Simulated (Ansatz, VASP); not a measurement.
## CoSi2 in VASP and in Ansatz

```
Co Si
1.0
     0.00000    2.71140    2.61773
     2.71140    0.00000    2.61773
     2.71140    2.71140    0.00000
Co Si
1 2
Cartesian
  0.0000 0.0000 0.0000
  1.3557 1.3557 1.2688
  4.0671 4.0671 3.9666
```

Change from the starting cell: mode 6 frozen in at -0.041 Å, strain +e along z and -e/2 along x and y -0.0233.

Alike in both runs: task single point; functional PBE; k mesh 12 × 12 × 12; occupations gaussian, width 0.15 eV; no spin polarisation.

|  | VASP | Ansatz |
| --- | --- | --- |
| version | VASP 6.6.1 | Ansatz 0.2.0 |
| potentials or method | VASP PAW PBE potentials, release 64 (Co, Si), cutoff 520 eV | scalar-relativistic, plane waves, PAW |
| valence electrons in the cell | 17 | 25 |

|  | VASP | Ansatz | Ansatz less VASP |
| --- | --- | --- | --- |
| gap on the k mesh at the Fermi level (eV) | none | none | - |
| pressure (GPa) | 0.2 | 0.5 | +0.29 |
| traceless stress, the component that is largest in VASP (GPa) | 2.76 | 2.77 | +0.003 |
| rms of the force components (eV/Å) | 0.248 | 0.249 | +0.0012 |

Atom by atom the forces differ by 0.001 eV/Å (rms over components). A gap of «none» marks a metal or a gap that the smearing closes. VASP's potentials hold 17 valence electrons a cell and Ansatz's 25, so a difference there can come from the potentials and not from the codes.
